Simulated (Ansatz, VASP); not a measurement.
**One calculation of CdF2, two programs**

INCAR

```
SYSTEM = CdF2
ALGO = Normal
EDIFF = 1E-6
ENCUT = 700
GGA = CA
GGA_COMPAT = .False.
ISIF = 2
ISMEAR = -1
LASPH = .True.
LCHARG = .False.
LREAL = .False.
LWAVE = .False.
NBANDS = 24
NELM = 120
PREC = Accurate
SIGMA = 0.05
```

File KPOINTS:

```
k-points
0
Gamma
  9 9 9
  0 0 0
```

The input POSCAR:

```
CdF2
1.0
    0.0000000000      2.7294514339      2.7294514339
    2.7294514339      0.0000000000      2.7294514339
    2.7294514339      2.7294514339      0.0000000000
Cd F
1 2
Direct
    0.0000000000      0.0000000000      0.0000000000
    0.7500000000      0.7500000000      0.7500000000
    0.2500000000      0.2500000000      0.2500000000
```

File input.yaml:

```yaml
crystal:
  lattice:
    - [0.0, 2.7294514339, 2.7294514339]
    - [2.7294514339, 0.0, 2.7294514339]
    - [2.7294514339, 2.7294514339, 0.0]
  atoms:
    - { symbol: Cd, position: [0.0, 0.0, 0.0] }
    - { symbol: F, position: [0.75, 0.75, 0.75] }
    - { symbol: F, position: [0.25, 0.25, 0.25] }
hamiltonian:
  xc: lda
  pseudopotentials: { kind: paw }
kpoints:
  mp_grid: { grid: [9, 9, 9] }
scf:
  occupations: { method: fermi_dirac, width: 0.05 }
output:
  forces: true
  stress: true
  eigenvalues: true
  write_density: true
  write_potential: true
  elf: true
  volumetric_format: npy
```

Alike in both runs: task single point; functional LDA; k mesh 9 × 9 × 9; occupations fermi-dirac, width 0.05 eV; no spin polarisation.

```csv
,VASP,Ansatz
version,VASP 6.6.1,Ansatz 0.2.0
potentials or method,"VASP PAW LDA potentials, release 64 (Cd_sv_GW, F)",Ansatz PAW
plane-wave cutoff (eV),700,420
valence electrons in the cell,34,34
```

|  | VASP | Ansatz | Ansatz less VASP |
| --- | --- | --- | --- |
| gap on the k mesh at the Fermi level (eV) | 2.71 | 2.70 | -0.005 |
| least direct gap on the mesh (eV) | 3.21 | 3.20 | -0.008 |
| pressure (GPa) | -9.4 | -9.2 | +0.24 |

LDA's correlation is that of Perdew and Zunger in VASP and of Perdew and Wang (1992) in Ansatz.

Noted on Ansatz's run: odd divisions of the mesh miss points on the zone boundary, where band edges often lie, so the gap on the mesh can be too wide.
